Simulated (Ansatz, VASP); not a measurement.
# W2Cl3 in VASP and in Ansatz

```
W Cl
1.0
     3.03301    0.00000    0.00000
    -1.51651    2.62666    0.00000
     0.00000    0.00000   13.11104
W Cl
2 3
Direct
  0.00000 0.00000 0.96289
  0.00000 0.00000 0.52205
  0.33333 0.66667 0.09389
  0.33333 0.66667 0.65621
  0.66667 0.33333 0.38495
```

Change from the starting cell: ordered vacancies on the anion sites of cadmium iodide (P3m1, No. 156).

Alike in both runs: task relaxation of cell and atoms; functional PBE; k mesh 12 × 12 × 4; occupations gaussian, width 0.1 eV; no spin polarisation.

|  | VASP | Ansatz |
| --- | --- | --- |
| version | VASP 6.6.1 | Ansatz 0.2.0 |
| potentials or method | VASP PAW PBE potentials, release 64 (W_sv, Cl), cutoff 600 eV | scalar-relativistic, plane waves, PAW |
| valence electrons in the cell | 49 | 49 |

```csv
,VASP,Ansatz,Ansatz less VASP
"gap on the k mesh at the Fermi level, each at its own relaxed structure (eV)",none,none,-
relaxed volume (Å³/atom),21.27,21.55,+0.287
relaxed length of the cell vector where the two differ most in proportion (Å),13.453,13.628,+0.1750
```

A gap of «none» marks a metal or a gap that the smearing closes.

Spin-orbit coupling is off throughout.
